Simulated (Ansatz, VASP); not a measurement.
# One calculation of SnSe, two programs

```
CELL_PARAMETERS angstrom
11.79654 0.00000 0.00000
0.00000 4.20522 0.00000
0.00000 0.00000 4.56795
ATOMIC_POSITIONS crystal
Sn 0.12144 0.25000 0.11657
Sn 0.37856 0.75000 0.61657
Sn 0.62144 0.25000 0.38343
Sn 0.87856 0.75000 0.88343
Se 0.35483 0.25000 0.02395
Se 0.14517 0.75000 0.52395
Se 0.85483 0.25000 0.47605
Se 0.64517 0.75000 0.97605
```

Alike in both runs: task relaxation of cell and atoms; functional PBE; k mesh 4 × 6 × 6; no spin polarisation.

```csv
,VASP,Ansatz
version,VASP 6.6.1,Ansatz 0.2.0
potentials or method,"VASP PAW PBE potentials, release 64 (Sn_d, Se), cutoff 500 eV","scalar-relativistic, plane waves, PAW"
occupations,"gaussian, width 0.01 eV",fixed
valence electrons in the cell,80,120
```

```tsv
	VASP	Ansatz	Ansatz less VASP
gap on the k mesh at the Fermi level, each at its own relaxed structure (eV)	0.62	0.64	+0.015
relaxed volume (Å³/atom)	28.28	28.33	+0.045
relaxed cell length with the largest relative difference (Å)	4.557	4.567	+0.0101
```

VASP's potentials hold 80 valence electrons a cell and Ansatz's 120, so a difference there can come from the potentials and not from the codes.
